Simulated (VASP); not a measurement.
Here is a VASP 6.6.1 calculation.

POSCAR

```
CO2
1.0
    4.5931635168      0.0000000000      0.0000000000
    0.0000000000      6.0629180544      0.0000000000
    0.0000000000      0.0000000000      5.6788908400
C O
4 8
Direct
    0.5000000000      0.8537385453      0.7500000000
    0.0000000000      0.3537385453      0.7500000000
    0.0000000000      0.6462614547      0.2500000000
    0.5000000000      0.1462614547      0.2500000000
    0.7014169570      0.1455655134      0.1362541725
    0.2985830430      0.1455655134      0.3637458275
    0.7985830430      0.6455655134      0.1362541725
    0.2014169570      0.3544344866      0.8637458275
    0.2014169570      0.6455655134      0.3637458275
    0.7985830430      0.3544344866      0.6362541725
    0.7014169570      0.8544344866      0.6362541725
    0.2985830430      0.8544344866      0.8637458275
```

INCAR.step1

```
PREC     = Accurate       # precision mode
ENCUT    = 520            # plane-wave cutoff, eV
ISMEAR   = -1             # smearing method
SIGMA    = 0.02           # smearing width, eV
LREAL    = F              # projectors in reciprocal space
LASPH    = T              # aspherical terms in the spheres
NELM     = 100            # most SCF steps
NBANDS   = 44             # bands
GGA      = PE             # functional
ALGO     = Normal         # electronic algorithm
EDIFF    = 1E-4           # SCF threshold, eV
LWAVE    = T              # write WAVECAR
LCHARG   = F              # write CHGCAR
```

File INCAR.step2:

```
PREC     = Accurate       # precision mode
ENCUT    = 520            # plane-wave cutoff, eV
EDIFF    = 1E-8           # SCF threshold, eV
ISMEAR   = -1             # smearing method
SIGMA    = 0.02           # smearing width, eV
LREAL    = F              # projectors in reciprocal space
LASPH    = T              # aspherical terms in the spheres
NELM     = 100            # most SCF steps
ALGO     = Normal         # electronic algorithm
ISIF     = 2              # what is computed and relaxed
LWAVE    = F              # write WAVECAR
LCHARG   = F              # write CHGCAR
METAGGA  = R2SCAN         # meta-GGA
LMIXTAU  = T            
LEFG     = T            
NBANDS   = 44             # bands
ISTART   = 1
```

The input KPOINTS:

```
regular mesh
0
Gamma
  5 4 4
```

Potentials or basis: VASP PAW PBE potentials, release 64 (C, O).

Command:

```bash
$ cat potpaw_PBE.64/C/POTCAR potpaw_PBE.64/O/POTCAR > POTCAR
$ cp INCAR.step1 INCAR
$ mpirun -np 1 vasp_std > vasp.out
$ cp INCAR.step2 INCAR
$ mpirun -np 1 vasp_std > vasp.out
```

Estimate the band gap on the k mesh.

7.63 eV.

What does it give for the pressure?

15.3 GPa.

Estimate the largest force.

4.776 eV/Å.

Stress tensor (GPa, compression positive):
```
30.23  0.00  0.00
 0.00  0.83  0.00
 0.00  0.00 14.72
```

Caveat: the cell differs from its parent crystal (x and y stretched by -4 %); the stress differs along the axes, from 1 to 30 GPa; without QUAD_EFG the Cq values of the log hold for a quadrupole moment of 1 mb, not for the nuclei; the PAW data sets were made with another functional, which shifts forces and pressure a little. A k mesh can miss the band edges.
